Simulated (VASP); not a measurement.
# SnTe in VASP: notebook, part 2 of 2

VASP 6.6.1. Earlier steps stand in the parts before.

### Step 4. Relaxation of cell and atoms, PBE

This run uses another cell than the first one, of 31.35 Å³/atom.

File INCAR:

```
PREC = Accurate
ENCUT = 600
EDIFF = 1E-6
ISMEAR = 0
SIGMA = 0.1
LREAL = False
LASPH = True
NELM = 100
ALGO = Normal
ISIF = 3
LWAVE = False
LCHARG = False
GGA = PE
IBRION = 2
NSW = 90
EDIFFG = -0.04
```

File KPOINTS:

```
Automatic mesh
0
Gamma
  4 4 6
```

File POSCAR:

```
SnTe
1.0
    4.4559220976      0.0000000000      0.0000000000
    0.0000000000      4.4559220976      0.0000000000
    0.0000000000      0.0000000000      3.1576511780
Sn Te
1 1
Direct
    0.0000000000      0.0000000000      0.0000000000
    0.5000000000      0.5000000000      0.0000000000
```

Potentials or basis: VASP PAW PBE potentials, release 64 (Sn_d, Te).

Started as:

```bash
> cat potpaw_PBE.64/Sn_d/POTCAR potpaw_PBE.64/Te/POTCAR > POTCAR
> mpirun -np 1 vasp_std > vasp.out
```

OUTCAR:

```text
PREC = Accurate
   ENCUT = 600
   EDIFF = 1E-6
   ISMEAR = 0
   LREAL = False
   LASPH = True
   NELM = 100
   ISIF = 3
   GGA = PE
   IBRION = 2
   NSW = 90
   EDIFFG = -0.04

 ion  position               nearest neighbor table
   1  0.000  0.000  0.000-   2 3.15   2 3.15   2 3.15   2 3.15
   2  0.500  0.500  0.000-   1 3.15   1 3.15   1 3.15   1 3.15

  LATTYP: Found a simple tetragonal cell.
 ALAT       =     4.4559220976
 C/A-ratio  =     0.7086414683

  Lattice vectors:

 A1 = (   4.4559220976,   0.0000000000,   0.0000000000)
 A2 = (   0.0000000000,   4.4559220976,   0.0000000000)
 A3 = (   0.0000000000,   0.0000000000,   3.1576511780)

Analysis of symmetry for initial positions (statically):
=====================================================================
 Subroutine PRICEL returns:
 Original cell was already a primitive cell.

 Routine SETGRP: Setting up the symmetry group for a
 simple tetragonal supercell.

 Subroutine GETGRP returns: Found 16 space group operations
 (whereof 16 operations were pure point group operations)
 out of a pool of 16 trial point group operations.

The static configuration has the point symmetry D_4h.

Analysis of symmetry for dynamics (positions and initial velocities):
=====================================================================
 Subroutine PRICEL returns:
 Original cell was already a primitive cell.

 Routine SETGRP: Setting up the symmetry group for a
 simple tetragonal supercell.

 Subroutine GETGRP returns: Found 16 space group operations
 (whereof 16 operations were pure point group operations)
 out of a pool of 16 trial point group operations.

The dynamic configuration has the point symmetry D_4h.

 Subroutine INISYM returns: Found 16 space group operations
 (whereof 16 operations are pure point group operations),
 and found     1 'primitive' translations

----------------------------------------------------------------------------------------

                                     Primitive cell

  volume of cell :      62.6959

  direct lattice vectors                    reciprocal lattice vectors
     4.455922098  0.000000000  0.000000000     0.224420441  0.000000000  0.000000000
     0.000000000  4.455922098  0.000000000     0.000000000  0.224420441  0.000000000
     0.000000000  0.000000000  3.157651178     0.000000000  0.000000000  0.316691092

  length of vectors
     4.455922098  4.455922098  3.157651178     0.224420441  0.224420441  0.316691092

  position of ions in fractional coordinates (direct lattice)
     0.000000000  0.000000000  0.000000000
     0.500000000  0.500000000  0.000000000

  ion indices of the primitive-cell ions
   primitive index   ion index
                 1           1
                 2           2

----------------------------------------------------------------------------------------

 KPOINTS: Automatic mesh

Automatic generation of k-mesh.
 Grid dimensions read from file:
 generate k-points for:    4    4    6

 Generating k-lattice:

  Cartesian coordinates                     Fractional coordinates (reciprocal lattice)
     0.056105110  0.000000000  0.000000000     0.250000000  0.000000000  0.000000000
     0.000000000  0.056105110  0.000000000     0.000000000  0.250000000  0.000000000
     0.000000000  0.000000000  0.052781849     0.000000000  0.000000000  0.166666667

  Length of vectors
     0.056105110  0.056105110  0.052781849

  Shift w.r.t. Gamma in fractional coordinates (k-lattice)
     0.000000000  0.000000000  0.000000000

 Subroutine IBZKPT returns following result:
 ===========================================

 Found     24 irreducible k-points:

 Following reciprocal coordinates:
            Coordinates               Weight
  0.000000  0.000000  0.000000      1.000000
  0.250000  0.000000  0.000000      4.000000
  0.500000  0.000000  0.000000      2.000000
  0.250000  0.250000  0.000000      4.000000
  0.500000  0.250000  0.000000      4.000000
  0.500000  0.500000  0.000000      1.000000
[... 16 lines left out ...]
  0.500000  0.250000  0.500000      4.000000
  0.500000  0.500000  0.500000      1.000000
   k-points           NKPTS =     24   k-points in BZ     NKDIM =     24   number of bands    NBANDS=     14
   number of dos      NEDOS =    301   number of ions     NIONS =      2
   total plane-waves  NPLWV =  36288
   dimension x,y,z NGX =    36 NGY =   36 NGZ =   28
   dimension x,y,z NGXF=    72 NGYF=   72 NGZF=   56
   ions per type =               1   1
   NGX,Y,Z   is equivalent  to a cutoff of  13.43, 13.43, 14.74 a.u.
   NGXF,Y,Z  is equivalent  to a cutoff of  26.86, 26.86, 29.48 a.u.
 SYSTEM =  unknown system
   PREC   = accura    normal or accurate (medium, high low for compatibility)
   ISTART =      0    job   : 0-new  1-cont  2-samecut
   ICHARG =      2    charge: 1-file 2-atom 10-const
   ISPIN  =      1    spin polarized calculation?
   LNONCOLLINEAR =      F non collinear calculations
   LSORBIT =      F    spin-orbit coupling
   LASPH  =      T    aspherical Exc in radial PAW
   ENCUT  =  600.0 eV  44.10 Ry    6.64 a.u.   8.90  8.90  6.31*2*pi/ulx,y,z
   NELM   =    100;   NELMIN=  2; NELMDL= -5     # of ELM steps
   EDIFF  = 0.1E-05   stopping-criterion for ELM
   LREAL  =      F    real-space projection
   EDIFFG = -.4E-01   stopping-criterion for IOM
   NSW    =     90    number of steps for IOM
   IBRION =      2    ionic relax: 0-MD 1-quasi-New 2-CG
   NFREE  =      1    steps in history (QN), initial steepest desc. (CG)
   ISIF   =      3    stress and relaxation
   ISYM   =      2    0-nonsym 1-usesym 2-fastsym
   POTIM  = 0.5000    time-step for ionic-motion
   TEBEG  =    0.0;   TEEND  =   0.0 temperature during run
   PSTRESS=    0.0 pullay stress
   NELECT =      20.0000    total number of electrons
   NUPDOWN=      -1.0000    fix difference up-down
   EMIN   =  10.00;   EMAX   =-10.00  energy-range for DOS
   EFERMI =   0.00;   METHOD = LEGACY
   ISMEAR =     0;   SIGMA  =   0.10  broadening in eV -4-tet -1-fermi 0-gaus
   EFERMI_NEDOS =   21; number of points for ismear=-14 and -15
   IALGO  =     38    algorithm
   IMIX   =      4    mixing-type and parameters
     AMIX     =   0.40;   BMIX     =  1.00
     AMIX_MAG =   1.60;   BMIX_MAG =  1.00
  volume/ion in A,a.u.               =      31.35       211.55
  Fermi-wavevector in a.u.,A,eV,Ry     =   1.118592  2.113832 17.024264  1.251248
  Thomas-Fermi vector in A             =   2.255224
   LORBIT       =      0    0 simple, 1 ext, 2 COOP (PROOUT), +10 PAW based schemes
   GGA     = PE    functional components
   LHFCALC =     F    Hartree Fock is set to
   AEXX    =    0.0000 exact exchange contribution
   IVDW    =     0    specifies the selected vdW correction
   LEPSILON=     F    determine dielectric tensor
   LRPA    =     F    only Hartree local field effects (RPA)
 conjugate gradient relaxation of ions
 non-spin polarized calculation
 Gauss-broadening in eV      SIGMA  =   0.10
  energy-cutoff  :      600.00
  volume of cell :       62.70
 maximum number of plane-waves:      2128
 NGX is ok and might be reduce to    36
   NGX = 17   NGY = 17   NGZ = 13

--------------------------------------- Ionic step        1  -------------------------------------------

 number of electron      19.9999998 magnetization

 Free energy of the ion-electron system (eV)
  ---------------------------------------------------
  ext. energy  EPLUGINS =         0.00000000
  ---------------------------------------------------
  free energy    TOTEN  =        -7.03086721 eV

  energy without entropy =       -7.02221520  energy(sigma->0) =       -7.02654120

------------------------ aborting loop because EDIFF is reached ----------------------------------------

  FORCE on cell =-STRESS in cart. coord.  units (eV):
  Direction    XX          YY          ZZ          XY          YZ          ZX
  --------------------------------------------------------------------------------------
  -------------------------------------------------------------------------------------
  Total       -0.2459053     -0.2459053      1.3885092      0.0000000     -0.0000000      0.0000000
  in kB       -6.2840429     -6.2840429     35.4829752      0.0000000     -0.0000000      0.0000000
  external PRESSURE =       7.6382965 kB  Pullay stress =       0.0000000 kB
[... 165 lines left out ...]
  energy  without entropy=       -7.0687848180  energy(sigma->0) =       -7.07358007

--------------------------------------- Ionic step        6  -------------------------------------------

 number of electron      19.9999999 magnetization

 Free energy of the ion-electron system (eV)
  ---------------------------------------------------
  ext. energy  EPLUGINS =         0.00000000
  ---------------------------------------------------
  free energy    TOTEN  =        -7.07860894 eV

  energy without entropy =       -7.06907541  energy(sigma->0) =       -7.07384218

 E-fermi :   6.1588     XC(G=0):  -9.3636

 val. band max:        6.1523965117   @ k =   0.5000   0.2500   0.1667
 cond. band min:       6.1878037619   @ k =   0.5000   0.0000   0.0000
 fundamental gap:      0.0354072502
 Fermi energy:         6.1587910754

 k-point     1 :       0.0000    0.0000    0.0000
  band No.  band energies     occupation
      1     -15.3956      2.00000
      2     -15.3943      2.00000
      3     -15.3915      2.00000
      4     -15.2997      2.00000
      5     -15.2997      2.00000
      6      -6.1960      2.00000
      7       0.0290      2.00000
      8       2.9833      2.00000
      9       2.9833      2.00000
     10       7.4897      0.00000
     11       8.9434      0.00000
     12      10.2051      0.00000
     13      10.2051      0.00000
     14      12.3098      0.00000
[... 418 lines left out ...]
  FREE ENERGIE OF THE ION-ELECTRON SYSTEM (eV)
  ---------------------------------------------------
  free  energy   TOTEN  =        -7.0786089438 eV

  energy  without entropy=       -7.0690754080  energy(sigma->0) =       -7.07384218

 reached required accuracy - stopping structural energy minimisation
```

Run time: 98 s. Hardware: 1 thread of Intel Xeon 8259CL, shared host; peak memory 0.21 GiB.

Results:

* Free energy: -7.0786 eV
* Relaxed volume: 32.32 Å³/atom
* Relaxed cell: a = 4.395 Å, b = 4.395 Å, c = 3.345 Å, α = 90.00°, β = 90.00°, γ = 90.00°
* Space group after relaxing (to 0.1 Å): P4/mmm (No. 123)
* Energy gained by relaxing: 23.9 meV/atom
* Ionic steps: 6
* Pressure after relaxing: 0.1 GPa
* Band gap on the k mesh: zero (bands 10 and 11 overlap by 3.98 eV)

The path:
```csv
step,energy change (eV),largest force (eV/Å),pressure (GPa),volume (Å³)
1,0.0000,0.0000,0.76,62.70
2,-0.0377,0.0000,0.18,64.03
3,-0.0446,0.0000,-0.38,65.67
4,-0.0475,0.0000,-0.21,65.10
5,-0.0475,0.0000,-0.19,65.06
6,-0.0477,0.0000,0.06,64.63
```

Final structure:
```
CELL_PARAMETERS angstrom
4.39539 0.00000 0.00000
0.00000 4.39539 0.00000
0.00000 0.00000 3.34544
ATOMIC_POSITIONS crystal
Sn 0.00000 0.00000 0.00000
Te 0.50000 0.50000 0.00000
```

Caveat: spin-orbit coupling is left out, which moves the levels of the heavy elements.

### Step 5. Single point, PBE

This run uses another cell than the first one, of 32.07 Å³/atom.

File INCAR:

```
SYSTEM = SnTe
PREC = Accurate ; ENCUT = 520
EDIFF = 1E-6 ; ISMEAR = 0
SIGMA = 0.1 ; LREAL = .FALSE.
LASPH = .TRUE. ; NELM = 100
ALGO = Normal ; ISIF = 2
LWAVE = .FALSE. ; LCHARG = .FALSE.
GGA = PE ; NBANDS = 17
```

File KPOINTS:

```
Automatic mesh
0
G
  12 12 16
  0 0 0
```

File POSCAR:

```
SnTe
1.0
    4.4847537662      0.0000000000      0.0000000000
    0.0000000000      4.4847537662      0.0000000000
    0.0000000000      0.0000000000      3.1892957093
Sn Te
1 1
Direct
    0.0000000000      0.0000000000      0.0000000000
    0.5000000000      0.5000000000      0.0000000000
```

Started as:

```bash
> cat potpaw_PBE.64/Sn_d/POTCAR potpaw_PBE.64/Te/POTCAR > POTCAR
> mpirun -np 1 vasp_std > vasp.out
```

Run time: 5.4 min. Hardware: 1 thread of Intel Xeon 8259CL, shared host; peak memory 0.4 GiB.

It converged, with:

| Quantity | Value |
| --- | --- |
| Free energy | -7.2285 eV |
| Pressure | 0.0 GPa |
| Band gap on the k mesh | zero (bands 10 and 11 overlap by 4.95 eV) |

Levels at points of the mesh, in eV from the Fermi level:
| k point | band 6 | band 7 | band 8 | band 9 | band 10 | band 11 | band 12 | band 13 | band 14 | band 15 |
| --- | --- | --- | --- | --- | --- | --- | --- | --- | --- | --- |
| (0.00, 0.00, 0.00) | -12.70 | -6.83 | -3.55 | -3.55 | 2.03 | 2.41 | 3.26 | 3.26 | 6.77 | 6.98 |
| (0.50, 0.00, 0.00) | -12.12 | -8.79 | -2.33 | -1.21 | -0.53 | -0.20 | 2.52 | 6.18 | 7.59 | 7.91 |
| (0.50, 0.50, 0.00) | -11.76 | -7.81 | -5.31 | -5.31 | 2.68 | 4.76 | 4.76 | 6.72 | 8.29 | 9.62 |
| (0.00, 0.00, 0.50) | -10.82 | -5.43 | -4.14 | -1.96 | -1.96 | -1.22 | 4.89 | 4.92 | 4.92 | 5.15 |
| (0.50, 0.00, 0.50) | -10.32 | -6.39 | -4.64 | -2.66 | -0.83 | 0.87 | 1.76 | 1.81 | 5.64 | 5.69 |
| (0.50, 0.50, 0.50) | -9.96 | -5.15 | -4.38 | -3.55 | -3.55 | -2.11 | 2.40 | 2.40 | 6.64 | 6.64 |

Caveat: spin-orbit coupling is left out, which moves the levels of the heavy elements.

### Step 6. Relaxation of cell and atoms, PBE

File INCAR:

```
SYSTEM = SnTe
PREC = Accurate
ENCUT = 600
EDIFF = 1E-6
ISMEAR = 0
SIGMA = 0.1
LREAL = .False.
LASPH = .True.
NELM = 100
ALGO = Normal
ISIF = 3
LWAVE = .False.
LCHARG = .False.
GGA = PE
IBRION = 2
NSW = 100
EDIFFG = -0.01
```

File KPOINTS:

```
Automatic mesh
0
Gamma
  12 12 16
  0 0 0
```

File POSCAR:

```
SnTe
1.0
    4.4033879386      0.0000000000      0.0000000000
    0.0000000000      4.4033879386      0.0000000000
    0.0000000000      0.0000000000      3.3526280858
Sn Te
1 1
Direct
    0.0000000000      0.0000000000      0.0000000000
    0.5000000000      0.5000000000      0.0000000000
```

Potentials or basis: VASP PAW PBE potentials, release 64 (Sn_d, Te).

Started as:

```bash
> cat potpaw_PBE.64/Sn_d/POTCAR potpaw_PBE.64/Te/POTCAR > POTCAR
> mpirun -np 1 vasp_std > vasp.out
```

Run time: 27 min. Hardware: 1 thread of Intel Xeon 8259CL, shared host; peak memory 0.45 GiB.

It converged, with:

| Item | Value |
| --- | --- |
| Free energy | -7.2285 eV |
| Relaxed volume | 32.06 Å³/atom |
| Relaxed cell | a = 4.484 Å, b = 4.484 Å, c = 3.189 Å, α = 90.00°, β = 90.00°, γ = 90.00° |
| Space group after relaxing (to 0.1 Å) | P4/mmm (No. 123) |
| Energy gained by relaxing | 27.0 meV/atom |
| Ionic steps | 9 |
| Pressure after relaxing | 0.0 GPa |
| Band gap on the k mesh | zero (bands 10 and 11 overlap by 4.95 eV) |

The path:
```csv
step,energy change (eV),largest force (eV/Å),pressure (GPa),volume (Å³)
1,0.0000,0.0000,-0.10,65.01
2,-0.0491,0.0000,-0.28,64.76
3,-0.0504,0.0000,-0.30,64.56
4,-0.0535,0.0000,-0.32,64.66
5,-0.0535,0.0000,-0.30,64.65
6,-0.0540,0.0000,0.04,64.04
7,-0.0540,0.0000,0.01,64.11
8,-0.0540,0.0000,-0.02,64.13
9,-0.0541,0.0000,0.01,64.13
```

Final structure:
```yaml
crystal:
  lattice:
    - [4.48388, 0.00000, 0.00000]
    - [0.00000, 4.48388, 0.00000]
    - [0.00000, 0.00000, 3.18949]
  atoms:
    - { symbol: Sn, position: [0.00000, 0.00000, 0.00000] }
    - { symbol: Te, position: [0.50000, 0.50000, 0.00000] }
```

Levels at points of the mesh, in eV from the Fermi level:
| k point | band 6 | band 7 | band 8 | band 9 | band 10 | band 11 | band 12 | band 13 | band 14 |
| --- | --- | --- | --- | --- | --- | --- | --- | --- | --- |
| (0.00, 0.00, 0.00) | -12.70 | -6.83 | -3.55 | -3.55 | 2.03 | 2.41 | 3.26 | 3.26 | 6.77 |
| (0.50, 0.00, 0.00) | -12.12 | -8.79 | -2.33 | -1.21 | -0.53 | -0.20 | 2.52 | 6.18 | 7.59 |
| (0.50, 0.50, 0.00) | -11.76 | -7.81 | -5.31 | -5.31 | 2.67 | 4.77 | 4.77 | 6.71 | 8.29 |
| (0.00, 0.00, 0.50) | -10.82 | -5.44 | -4.14 | -1.96 | -1.96 | -1.22 | 4.89 | 4.91 | 4.91 |
| (0.50, 0.00, 0.50) | -10.33 | -6.39 | -4.64 | -2.66 | -0.84 | 0.87 | 1.76 | 1.81 | 5.64 |
| (0.50, 0.50, 0.50) | -9.96 | -5.15 | -4.38 | -3.55 | -3.55 | -2.11 | 2.40 | 2.40 | 6.64 |

Caveat: spin-orbit coupling is left out, which moves the levels of the heavy elements.

### Step 7. Overview

| task | cell | k mesh | cutoff (eV) | gap on the mesh (eV) | pressure (GPa) | relaxed volume (Å³/atom) |
| --- | --- | --- | --- | --- | --- | --- |
| single point | a = 4.403, b = 4.403, c = 3.353 Å, 2 atoms, atomic positions A | 4 × 4 × 6 | 520 | none | -0.2 | - |
| single point | a = 4.484, b = 3.158, c = 4.428 Å, 2 atoms, atomic positions B | 6 × 4 × 4 | 520 | none | -0.1 | - |
| relaxation of cell and atoms | relaxed from a = 4.456, b = 4.456, c = 3.158 Å, 2 atoms, atomic positions A | 4 × 4 × 6 | 600 | none | 0.1 | 32.32 |
| single point | a = 4.485, b = 4.485, c = 3.189 Å, 2 atoms, atomic positions A | 12 × 12 × 16 | 520 | none | 0.0 | - |
| relaxation of cell and atoms | relaxed from a = 4.403, b = 4.403, c = 3.353 Å, 2 atoms, atomic positions A | 12 × 12 × 16 | 600 | none | 0.0 | 32.06 |

Alike in all rows: level PBE; potentials or basis VASP PAW PBE potentials, release 64 (Sn_d, Te); no spin polarisation; smearing gaussian 0.1 eV.

Caveats: some runs use coarse meshes; spin-orbit coupling is left out, which moves the levels of the heavy elements.

Absolute energies hang on the potentials; compare differences alone.

The gap in the log of VASP goes by the Fermi energy; the results here count the filled bands.